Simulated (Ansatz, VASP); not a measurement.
## Two plane-wave programs on Al

```
Al
1.0
    -1.58920    1.70243    1.61751
     1.58920   -1.70243    1.61751
     1.53259    1.64582   -1.61751
Al
1
Direct
  0.00000 0.00000 0.00000
```

Change from the starting cell: engineering shear strain xy -0.0350, strain +e along x and -e along y -0.0350.

Alike in both runs: task single point; functional PBE; k mesh 20 × 20 × 20; occupations gaussian, width 0.15 eV; no spin polarisation.

```csv
,VASP,Ansatz
version,VASP 6.6.1,Ansatz 0.2.0
potentials or method,"VASP PAW PBE potentials, release 64 (Al), cutoff 520 eV","scalar-relativistic, plane waves, PAW"
valence electrons in the cell,3,3
```

|  | VASP | Ansatz | Ansatz less VASP |
| --- | --- | --- | --- |
| gap on the k mesh at the Fermi level (eV) | none | none | - |
| pressure (GPa) | 0.1 | 0.1 | +0.02 |
| traceless stress, the component that is largest in VASP (GPa) | 1.36 | 1.36 | -0.001 |

A gap of «none» marks a metal or a gap that the smearing closes.
